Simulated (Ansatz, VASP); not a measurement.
## Be7S: VASP beside Ansatz

```
Be S
1.0
     4.41053    0.00000    0.00000
    -2.20526    3.81963    0.00000
     0.00000    0.00000    4.90539
Be S
7 1
Direct
  0.66667 0.33333 0.75188
  0.66667 0.33333 0.24812
  0.15195 0.84805 0.50000
  0.15195 0.30391 0.50000
  0.69609 0.84805 0.50000
  0.33333 0.66667 0.69141
  0.33333 0.66667 0.30859
  0.33333 0.66667 0.00000
```

Alike in both runs: task relaxation of cell and atoms; functional PBE; k mesh 4 × 4 × 3; occupations gaussian, width 0.2 eV; no spin polarisation.

|  | VASP | Ansatz |
| --- | --- | --- |
| version | VASP 6.6.1 | Ansatz 0.2.0 |
| potentials or method | VASP PAW PBE potentials, release 64 (Be, S), cutoff 600 eV | scalar-relativistic, plane waves, PAW |
| valence electrons in the cell | 20 | 20 |

VASP gave:

| Item | Value |
| --- | --- |
| gap on the k mesh at the Fermi level, each at its own relaxed structure (eV) | none |
| relaxed volume (Å³/atom) | 13.22 |
| relaxed cell length with the largest relative difference (Å) | 4.086 |

Which values does Ansatz return?

gap on the k mesh at the Fermi level, each at its own relaxed structure (eV): none; relaxed volume (Å³/atom): 13.17; relaxed cell length with the largest relative difference (Å): 4.081.

A gap of «none» marks a metal or a gap that the smearing closes.

The k mesh is coarse, so the values compare programs but aren't converged. Noted on VASP's run: the volume moved by over 15 % at a fixed basis, so the end points are rough.
